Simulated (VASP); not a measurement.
# WS2: single point with PBE

WS2:

```xyz
6
Lattice="3.1707 0.0000 0.0000 -1.5854 2.7459 0.0000 0.0000 0.0000 12.6372" Properties=species:S:1:pos:R:3 pbc="T T T"
W     1.5854    0.9153    9.4779
W     0.0000    1.8306    3.1593
S     1.5854    0.9153    4.7323
S     0.0000    1.8306   11.0509
S     1.5854    0.9153    1.5863
S     0.0000    1.8306    7.9049
```

```yaml
Program: VASP 6.6.1
Task: single point
Functional: PBE
Potentials_or_basis: VASP PAW PBE potentials, release 64 (W_sv, S)
Cutoff: 520 eV
k_mesh: 10 × 10 × 3
Occupations: fermi-dirac, width 0.05 eV
Spin: no spin polarisation
```

```
Pressure               : 2.0 GPa
Band gap on the k mesh : 1.19 eV (least direct gap 2.13 eV)
```

Forces on the atoms (eV/Å):
```
W    0.000  0.000  0.000
W    0.000  0.000  0.000
S    0.000  0.000  0.002
S    0.000  0.000  0.002
S    0.000  0.000 -0.002
S    0.000  0.000 -0.002
```

Levels at points of the mesh, in eV from the valence-band top:
| k point | band 23 | band 24 | band 25 | band 26 | band 27 | band 28 | band 29 | band 30 |
| --- | --- | --- | --- | --- | --- | --- | --- | --- |
| (0.00, 0.00, 0.00) | -2.11 | -1.61 | -1.06 | 0.00 | 2.36 | 2.36 | 2.37 | 2.37 |
| (0.50, 0.00, 0.00) | -1.87 | -1.72 | -1.58 | -1.44 | 2.35 | 2.38 | 2.67 | 2.91 |

It took 73 s on 1 thread of AMD EPYC 7R13 Processor (Zen 3), on a shared host, peak memory 0.23 GiB.

Caveat: spin-orbit coupling is left out, which moves the levels of the heavy elements; an odd mesh through Γ misses points on the zone boundary, where band edges can lie; this functional lacks dispersion, which binds the layers, so the pressure and a relaxed spacing across them are unreliable.
